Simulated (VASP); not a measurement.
Runs of VASP 6.6.1 on CuCl2. The structure is that of space group P4/mmm (No. 123), or close to it. The cells are those of the table. 

```csv
cell,gap on the mesh (eV),pressure (GPa)
"a = 4.428, b = 4.428, c = 4.230 Å, 3 atoms",none,(b)
"a = 4.460, b = 4.460, c = 4.259 Å, 3 atoms",none,0.8
"a = 4.521, b = 4.521, c = 4.318 Å, 3 atoms",none,-0.8
"a = 4.551, b = 4.551, c = 4.346 Å, 3 atoms",none,-1.5
"a = 4.609, b = 4.609, c = 4.402 Å, 3 atoms",none,-2.6
"a = 4.580, b = 4.580, c = 4.375 Å, 3 atoms",none,-2.1
"a = 4.490, b = 4.490, c = 4.289 Å, 3 atoms",none,(a)
```

Alike in all rows: task single point; level r2SCAN; potentials or basis VASP PAW PBE potentials, release 64 (Cu, Cl); no spin polarisation; k mesh 7 × 7 × 7; cutoff (eV) 520; smearing methfessel-paxton 0.15 eV.

**Question.** Fill in the values left out.

**Answer.** (a) -0.1; (b) 1.7.

Caveats: the PAW data sets were made with another functional, which shifts forces and pressure a little; an odd number of electrons without spin polarisation forces a metal; a magnetic or distorted state may lie lower.

A gap of «none» marks levels without a gap at the run's occupations.
